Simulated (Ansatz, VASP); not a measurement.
# TiPt3 in VASP and in Ansatz

```xyz
4
Lattice="3.8970 0.0000 0.0000 0.0000 3.8970 0.0000 0.0000 0.0000 3.8970" Properties=species:S:1:pos:R:3 pbc="T T T"
Ti    0.0000    0.0000    0.0000
Pt    0.0000    1.9485    1.9485
Pt    1.9485    0.0000    1.9485
Pt    1.9485    1.9485    0.0000
```

Alike in both runs: task single point; functional PBE; k mesh 10 × 10 × 10; occupations gaussian, width 0.05 eV; no spin polarisation.

```csv
,VASP,Ansatz
version,VASP 6.6.1,Ansatz 0.2.0
potentials or method,"VASP PAW PBE potentials, release 64 (Ti_sv, Pt), cutoff 520 eV","scalar-relativistic, plane waves, PAW"
valence electrons in the cell,42,66
```

|  | VASP | Ansatz | Ansatz less VASP |
| --- | --- | --- | --- |
| gap on the k mesh at the Fermi level (eV) | none | none | - |
| pressure (GPa) | 9.8 | 10.1 | +0.37 |

A gap of «none» marks a metal or a gap that the smearing closes. VASP's potentials hold 42 valence electrons a cell and Ansatz's 66, so a difference there can come from the potentials and not from the codes.

Spin-orbit coupling is off throughout.
